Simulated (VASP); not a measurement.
Bi, 2 atoms in the cell. The structure is cubic, space group Fd-3m (No. 227). Conventional cell: a = 7.638 Å, b = 7.638 Å, c = 7.638 Å, α = 90.00°, β = 90.00°, γ = 90.00°. Bi (site symmetry -43m) has 4 Bi at 3.31 Å within 4.3 Å. This isn't the form of Bi at room conditions, which is rhombohedral.

| Quantity | Value |
| --- | --- |
| Program | VASP 6.6.1 |
| Task | single point |
| Functional | revPBE |
| Potentials or basis | VASP PAW PBE potentials, release 64 (Bi_d) |
| Cutoff | 520 eV |
| k mesh | 9 × 9 × 9 |
| Occupations | fermi-dirac, width 0.1 eV |
| Spin | no spin polarisation |
| Dipole correction | no |
| Further INCAR settings | ALGO = Normal; EDIFF = 1e-07; NBANDS = 22 |

Potentials or basis: VASP PAW PBE potentials, release 64 (Bi_d).

Run with:

```sh
$ cat potpaw_PBE.64/Bi_d/POTCAR > POTCAR
$ mpirun -np 1 vasp_std > vasp.out
```

Hardware: 1 thread of Intel Xeon 8259CL (shared host).

Task: How long does it take, and how much memory?

Result: It took 2.1 min on 1 thread of Intel Xeon 8259CL, with other jobs on the host, peak memory 0.26 GiB. Counts: scf iterations 13, k points 35.
